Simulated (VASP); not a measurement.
## TiTe2: single point with PBEsol

The system is TiTe2.

```
Te Ti
1.0
     3.60609    0.00000    0.00000
    -1.80304    3.12296    0.00000
     0.00000    0.00000    6.16074
Te Ti
2 1
Direct
  0.33333 0.66667 0.72015
  0.66667 0.33333 0.27985
  0.00000 0.00000 0.00000
```

```yaml
Program: VASP 6.6.1
Task: single point
Functional: PBEsol
Potentials_or_basis: VASP PAW PBE potentials, release 64 (Te, Ti_sv)
Cutoff: 520 eV
k_mesh: 8 × 8 × 4
Occupations: fermi-dirac, width 0.05 eV
Spin: no spin polarisation
Dipole_correction: no
Further_INCAR_settings: ALGO = Normal; EDIFF = 1e-06; NBANDS = 19
```

- Pressure: 5.0 GPa
- Largest force: 0.021 eV/Å
- Band gap on the k mesh: zero (band 12 reaches 9.09 eV, above the bottom of band 13 at 8.27 eV)

Forces in eV/Å, atoms in the order of the input:
```
Te   0.000  0.000 -0.021
Te   0.000  0.000  0.021
Ti   0.000  0.000  0.000
```

Levels at points of the mesh, in eV from the Fermi level:
| k point | band 8 | band 9 | band 10 | band 11 | band 12 | band 13 | band 14 | band 15 | band 16 | band 17 |
| --- | --- | --- | --- | --- | --- | --- | --- | --- | --- | --- |
| (0.00, 0.00, 0.00) | -1.59 | -1.59 | 0.17 | 0.52 | 0.52 | 1.15 | 1.58 | 1.58 | 3.23 | 3.23 |
| (0.50, 0.00, 0.00) | -4.23 | -3.17 | -2.68 | -1.69 | -1.30 | -0.08 | 1.49 | 1.85 | 2.57 | 3.94 |
| (0.00, 0.00, 0.50) | -3.29 | -1.45 | -1.45 | 0.50 | 0.50 | 0.95 | 0.95 | 1.31 | 4.05 | 4.05 |
| (0.50, 0.00, 0.50) | -5.48 | -2.76 | -2.23 | -0.74 | -0.53 | -0.26 | 1.48 | 1.87 | 2.63 | 3.86 |

Wall time 19 s on 1 thread of Intel(R) Xeon(R) 6975P-C (Granite Rapids) (shared host), peak memory 0.2 GiB.

Caveat: the PAW data sets were made with another functional, which shifts forces and pressure a little; spin-orbit coupling is left out, which moves the levels of the heavy elements.
